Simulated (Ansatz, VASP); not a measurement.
## Two plane-wave programs on AlN

```
Al N
1.0
    -3.11100    0.00000    0.00000
    -1.55550   -2.69421    0.00000
    -1.94453   -1.12268    9.95600
Al N
4 4
Direct
  0.95674 0.95674 0.90375
  0.16509 0.16509 0.40375
  0.60260 0.60260 0.15375
  0.39425 0.39425 0.65375
  0.29323 0.29323 0.09625
  0.08488 0.08488 0.59625
  0.52238 0.52238 0.34625
  0.31403 0.31403 0.84625
```

Alike in both runs: task single point; functional PBE; k mesh 8 × 8 × 3; occupations gaussian, width 0.05 eV; no spin polarisation.

```csv
,VASP,Ansatz
version,VASP 6.6.1,Ansatz 0.2.0
potentials or method,"VASP PAW PBE potentials, release 64 (Al, N), cutoff 520 eV","scalar-relativistic, plane waves, PAW"
valence electrons in the cell,32,32
```

|  | VASP | Ansatz | Ansatz less VASP |
| --- | --- | --- | --- |
| gap on the k mesh at the Fermi level (eV) | 2.79 | 2.79 | -0.005 |
| least direct gap on the mesh (eV) | 2.81 | 2.81 | -0.005 |
| pressure (GPa) | 3.1 | 3.3 | +0.25 |
| traceless stress, the component that is largest in VASP (GPa) | 7.92 | 7.89 | -0.027 |
| rms of the force components (eV/Å) | 0.439 | 0.440 | +0.0007 |

Atom by atom the forces differ by 0.004 eV/Å (rms over components). The functional is the same, so the differences come from potentials, cutoffs and numerics.
